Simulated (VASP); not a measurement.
Write the native input for VASP 6.6.1 that does the following.

- Task: single point
- Functional: PBE
- Potentials or basis: VASP PAW PBE potentials, release 64 (Hf_pv, N)
- Cutoff: 520 eV
- k mesh: 9 × 9 × 7
- Occupations: fermi-dirac, width 0.05 eV
- Spin: no spin polarisation
- Dipole correction: no
- Further INCAR settings: ALGO = Normal; EDIFF = 1e-06; NBANDS = 14

The structure of HfN lies in POSCAR:

```
HfN
1.0
    3.1778777936     -0.0000026721      0.0000000000
   -1.5889365827      2.7521242354      0.0000000000
    0.0000000000      0.0000000000      3.9688347082
Hf N
1 1
Direct
    0.0000000000      0.0000000000      0.5000000000
    0.0000000000      0.0000000000      0.0000000000
```

The input as run:

INCAR

```
PREC = Accurate ; ENCUT = 520
EDIFF = 1E-6 ; ISMEAR = -1
SIGMA = 0.05 ; LREAL = F
LASPH = T ; NELM = 80
ALGO = Normal ; ISIF = 2
LWAVE = F ; LCHARG = F
GGA = PE ; NBANDS = 14
```

KPOINTS

```
regular mesh
0
Gamma
  9 9 7
```

Potentials or basis: VASP PAW PBE potentials, release 64 (Hf_pv, N).

Launch:

```bash
$ cat potpaw_PBE.64/Hf_pv/POTCAR potpaw_PBE.64/N/POTCAR > POTCAR
$ mpirun -np 1 vasp_std > vasp.out
```

Results of the run:

```
Pressure : 10.1 GPa
```

Run time: 13 s on 1 thread of Intel Xeon 6975P-C (shared host), peak memory 0.16 GiB.
